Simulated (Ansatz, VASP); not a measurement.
ZnS: VASP beside Ansatz

```
CELL_PARAMETERS angstrom
0.00000 2.70465 2.70465
2.70465 0.00000 2.70465
2.70465 2.70465 0.00000
ATOMIC_POSITIONS crystal
Zn 0.00000 0.00000 0.00000
S 0.75000 0.75000 0.75000
```

Alike in both runs: task single point; functional revPBE; k mesh 8 × 8 × 8; occupations gaussian, width 0.05 eV; no spin polarisation.

|  | VASP | Ansatz |
| --- | --- | --- |
| version | VASP 6.6.1 | Ansatz 0.2.0 |
| potentials or method | VASP PAW PBE potentials, release 64 (Zn, S), cutoff 520 eV | scalar-relativistic, plane waves, PAW |
| valence electrons in the cell | 18 | 18 |

|  | VASP | Ansatz | Ansatz less VASP |
| --- | --- | --- | --- |
| gap on the k mesh at the Fermi level (eV) | 2.22 | 2.22 | -0.002 |
| least direct gap on the mesh (eV) | 2.22 | 2.22 | -0.002 |
| pressure (GPa) | 3.4 | 3.3 | -0.14 |

VASP's potentials were made for PBE, not for revPBE.
